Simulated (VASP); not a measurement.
# C3N: single point with PBE

C3N:

```xyz
4
Lattice="0.0000 2.3899 2.3899 2.3899 0.0000 2.3899 2.3899 2.3899 0.0000" Properties=species:S:1:pos:R:3 pbc="T T T"
C     1.1949    1.1949    1.1949
C     3.5848    3.5848    3.5848
C     2.3899    2.3899    2.3899
N     0.0000    0.0000    0.0000
```

```yaml
Program: VASP 6.6.1
Task: single point
Functional: PBE
Potentials_or_basis: VASP PAW PBE potentials, release 64 (C, N)
Cutoff: 520 eV
k_mesh: 16 × 16 × 16
Occupations: gaussian, width 0.1 eV
Spin: no spin polarisation
```

```yaml
Pressure: 0.0 GPa
```

Levels at points of the mesh, in eV from the Fermi level:
```
           k point  band 6  band 7  band 8  band 9  band 10  band 11  band 12  band 13
(0.00, 0.00, 0.00)   -3.78   -2.74   -2.74   -2.74    -1.65    -1.65    -1.65    -0.72
(0.50, 0.00, 0.00)   -5.17   -4.35   -4.35    0.71     1.22     3.59     3.59     5.18
(0.50, 0.50, 0.00)   -8.38    1.54    1.54    1.84     3.17     3.17     3.19     4.40
```

Wall time 49 s on 1 thread of Intel(R) Xeon(R) Platinum 8488C (Sapphire Rapids), with other jobs on the host, peak memory 0.18 GiB.
